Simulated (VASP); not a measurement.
# BN (R3m) in VASP: a series of runs, part 2 of 2

VASP 6.6.1.

## (6) Single point, PBEsol

This run uses another cell than the first one, of 8.93 Å³/atom, 1.199 times its volume.

Input file INCAR:

```
PREC = Accurate
ENCUT = 520
EDIFF = 1E-6
ISMEAR = 0
SIGMA = 0.02
LREAL = False
LASPH = True
NELM = 80
ALGO = Normal
ISIF = 2
LWAVE = False
LCHARG = False
GGA = PS
NBANDS = 11
```

Input file KPOINTS:

```
regular mesh
0
Gamma
  12 12 12
```

Input file POSCAR:

```
BN
1.0
    1.2509973581      0.7222636615      3.2952435566
   -1.2509973581      0.7222636615      3.2952435566
    0.0000000000     -1.4445273230      3.2952435566
B N
1 1
Direct
    0.9996983716      0.9996983716      0.9996983716
    0.3327346284      0.3327346284      0.3327346284
```

Potentials or basis: VASP PAW PBE potentials, release 64 (B, N).

Started as:

```
cat potpaw_PBE.64/B/POTCAR potpaw_PBE.64/N/POTCAR > POTCAR
mpirun -np 1 vasp_std > vasp.out
```

OUTCAR:

```text
PREC = Accurate
   ENCUT = 520
   EDIFF = 1E-6
   ISMEAR = 0
   LREAL = False
   LASPH = True
   NELM = 80
   ISIF = 2
   GGA = PS

 ion  position               nearest neighbor table
   1  1.000  1.000  1.000-   2 1.44   2 1.44   2 1.44
   2  0.333  0.333  0.333-   1 1.44   1 1.44   1 1.44

  LATTYP: Found a trigonal (rhomboedric) cell.
 ALAT       =     3.5979562649
 COS(alpha) =     0.7582140722

  Lattice vectors:

 A1 = (   1.2509973581,   0.7222636615,   3.2952435566)
 A2 = (  -1.2509973581,   0.7222636615,   3.2952435566)
 A3 = (   0.0000000000,  -1.4445273230,   3.2952435566)

Analysis of symmetry for initial positions (statically):
=====================================================================
 Subroutine PRICEL returns:
 Original cell was already a primitive cell.

 Routine SETGRP: Setting up the symmetry group for a
 trigonal (rhombohedral) supercell.

 Subroutine GETGRP returns: Found  6 space group operations
 (whereof  6 operations were pure point group operations)
 out of a pool of 12 trial point group operations.

The static configuration has the point symmetry C_3v.

[... 163 lines left out ...]
 cond. band min:       6.3607082857   @ k =   0.5000   0.5000   0.0000
 fundamental gap:      4.1338064526
 Fermi energy:         2.4476764152

 k-point     1 :       0.0000    0.0000    0.0000
  band No.  band energies     occupation
      1     -15.5275      2.00000
      2      -1.8350      2.00000
      3       0.9806      2.00000
      4       0.9806      2.00000
      5       7.3410      0.00000
      6      13.8881      0.00000
      7      13.8881      0.00000
      8      15.3985      0.00000
      9      17.0820      0.00000
     10      27.9788      0.00000
     11      30.5087      0.00000
[... 309 lines left out ...]
 k-point    24 :      -0.4167    0.1667    0.0000
  band No.  band energies     occupation
      1     -12.0272      2.00000
      2      -6.3884      2.00000
      3      -3.1617      2.00000
      4       1.9386      2.00000
      5       7.3786      0.00000
      6      13.6766      0.00000
      7      15.7136      0.00000
      8      16.5590      0.00000
      9      20.0794      0.00000
     10      23.2623      0.00000
     11      25.5089      0.00000

 [... further k-points ...]
[... 5 lines left out ...]
  --------------------------------------------------------------------------------------
  -------------------------------------------------------------------------------------
  Total        0.1708496      0.1708496      0.0913645      0.0000000      0.0000000      0.0000000
  in kB       15.3226441     15.3226441      8.1940241      0.0000000      0.0000000      0.0000000
  external PRESSURE =      12.9464375 kB  Pullay stress =       0.0000000 kB

 VOLUME and BASIS-vectors are now :
 -----------------------------------------------------------------------------
  energy-cutoff  :      520.00
  volume of cell :       17.86
      direct lattice vectors                 reciprocal lattice vectors
     1.250997358  0.722263661  3.295243557     0.399681100  0.230755991  0.101155902
    -1.250997358  0.722263661  3.295243557    -0.399681100  0.230755991  0.101155902
     0.000000000 -1.444527323  3.295243557     0.000000000 -0.461511981  0.101155902

 POSITION                                       TOTAL-FORCE (eV/Angst)
 -----------------------------------------------------------------------------------
      0.00000      0.00000      9.88275         0.000000      0.000000      0.000193
      0.00000      0.00000      3.28932         0.000000      0.000000     -0.000193
 -----------------------------------------------------------------------------------
    total drift:                                0.000000     -0.000000      0.000041

  FREE ENERGIE OF THE ION-ELECTRON SYSTEM (eV)
  ---------------------------------------------------
  free  energy   TOTEN  =       -18.2826168020 eV

  energy  without entropy=      -18.2826168020  energy(sigma->0) =      -18.28261680
```

OSZICAR:

```text
N       E                     dE             d eps       ncg     rms          rms(c)
DAV:   1     0.118786068312E+02    0.11879E+02   -0.46304E+03  4270   0.686E+02
DAV:   2    -0.192651528736E+02   -0.31144E+02   -0.29918E+02  5009   0.161E+02
DAV:   3    -0.199968795508E+02   -0.73173E+00   -0.73062E+00  5061   0.222E+01
DAV:   4    -0.199989446724E+02   -0.20651E-02   -0.20651E-02  4592   0.131E+00
DAV:   5    -0.199989528030E+02   -0.81306E-05   -0.81306E-05  5053   0.730E-02    0.781E+00
DAV:   6    -0.184803746185E+02    0.15186E+01   -0.48606E+00  4699   0.122E+01    0.363E+00
DAV:   7    -0.183239308217E+02    0.15644E+00   -0.22921E-01  4914   0.353E+00    0.218E+00
DAV:   8    -0.182823454298E+02    0.41585E-01   -0.10572E-01  4974   0.198E+00    0.239E-01
DAV:   9    -0.182823794599E+02   -0.34030E-04   -0.23508E-03  4581   0.393E-01    0.130E-01
DAV:  10    -0.182826013892E+02   -0.22193E-03   -0.36279E-04  4682   0.140E-01    0.216E-02
DAV:  11    -0.182826169960E+02   -0.15607E-04   -0.30433E-05  5001   0.371E-02    0.182E-02
DAV:  12    -0.182826168020E+02    0.19402E-06   -0.64663E-06  4632   0.166E-02
   1 F= -.18282617E+02 E0= -.18282617E+02  d E =-.774648E-57
```

stdout:

```text
POSCAR found type information on POSCAR B N
 POSCAR found :  2 types and       2 ions
 scaLAPACK will be used
 -----------------------------------------------------------------------------
|                                                                             |
|                                                                             |
|     You enforced a specific xc type in the INCAR file but a different       |
|     I HOPE YOU KNOW WHAT YOU ARE DOING!                                     |
|                                                                             |
 -----------------------------------------------------------------------------

 LDA part: xc-table for (Slater+PW92), standard interpolation
 POSCAR, INCAR and KPOINTS ok, starting setup
 FFT: planning ... GRIDC
 FFT: planning ... GRID_SOFT
 FFT: planning ... GRID
 WAVECAR not read
 entering main loop
```

Wall time 91 s (1 thread of Intel Xeon 8259CL, shared host); peak memory 0.17 GiB.

Results:

- Free energy: -18.2826 eV
- Pressure: 1.3 GPa
- Band gap on the k mesh: 4.13 eV, indirect (least direct gap 4.64 eV)

Stress tensor (GPa, compression positive):
```
1.53 0.00 0.00
0.00 1.53 0.00
0.00 0.00 0.82
```

Caveat: the PAW data sets were made with another functional, which shifts forces and pressure a little. As with any semilocal functional, this PBEsol gap is likely too small.

## (7) Summary

| cell | gap on the mesh (eV) | pressure (GPa) |
| --- | --- | --- |
| a = 3.138 Å, angles 46.6°, 2 atoms | 3.60 | 12.4 |
| a = 3.378 Å, angles 43.4°, 2 atoms | 3.89 | 4.3 |
| a = 3.598 Å, angles 40.7°, 2 atoms | 4.13 | 1.3 |

Alike in all rows: task single point; level PBEsol; potentials or basis VASP PAW PBE potentials, release 64 (B, N); no spin polarisation; k mesh 12 × 12 × 12; cutoff (eV) 520; smearing gaussian 0.02 eV.

Caveats: the PAW data sets were made with another functional, which shifts forces and pressure a little.

Absolute energies hang on the potentials; compare differences alone.
